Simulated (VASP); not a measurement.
A run of VASP 6.6.1 is set up as follows.

The input INCAR:

```
SYSTEM = NaTmI4
PREC = Accurate
ENCUT = 500
EDIFF = 1E-6
ISMEAR = 0
SIGMA = 0.1
LREAL = .FALSE.
LASPH = .TRUE.
NELM = 200
ALGO = Normal
ISIF = 2
LWAVE = .FALSE.
LCHARG = .FALSE.
GGA = PE
NBANDS = 31
GGA_COMPAT = .FALSE.
LMAXMIX = 6
```

The input KPOINTS:

```
Automatic mesh
0
G
  3 3 4
  0 0 0
```

Contents of POSCAR:

```
NaTmI4
1.0
    5.8312178962      0.0000000000      0.0000000000
   -2.9156089481      5.0499828331      0.0000000000
    0.0000000000      0.0000000000      9.2526921556
Na Tm I
1 1 4
Direct
    0.0000000000      0.0000000000      0.5000000000
    0.0000000000      0.0000000000      0.0000000000
    0.3333333333      0.6666666667      0.0000000000
    0.6666666667      0.3333333333      0.0000000000
    0.3333333333      0.6666666667      0.5000000000
    0.6666666667      0.3333333333      0.5000000000
```

Potentials or basis: VASP PAW PBE potentials, release 64 (Na_pv, Tm_3, I), 4f in core.

The run is started by

```sh
$ cat potpaw_PBE.64/Na_pv/POTCAR potpaw_PBE.64/Tm_3/POTCAR potpaw_PBE.64/I/POTCAR > POTCAR
$ mpirun -np 1 vasp_std > vasp.out
```

(1) Predict the pressure.

(2) Predict the band gap on the k mesh.

Results:

(1) 0.1 GPa.

(2) zero (bands 22 and 23 overlap by 0.53 eV).

Caveat: the k points lie up to 0.41 Å⁻¹ apart, too coarse for converged energies and pressures of a metal; spin-orbit coupling is left out, which moves the levels of the heavy elements; the 4f electrons are frozen in the core, so they carry no moment and show no levels; the run has no spin polarisation, though such a crystal can be magnetic.
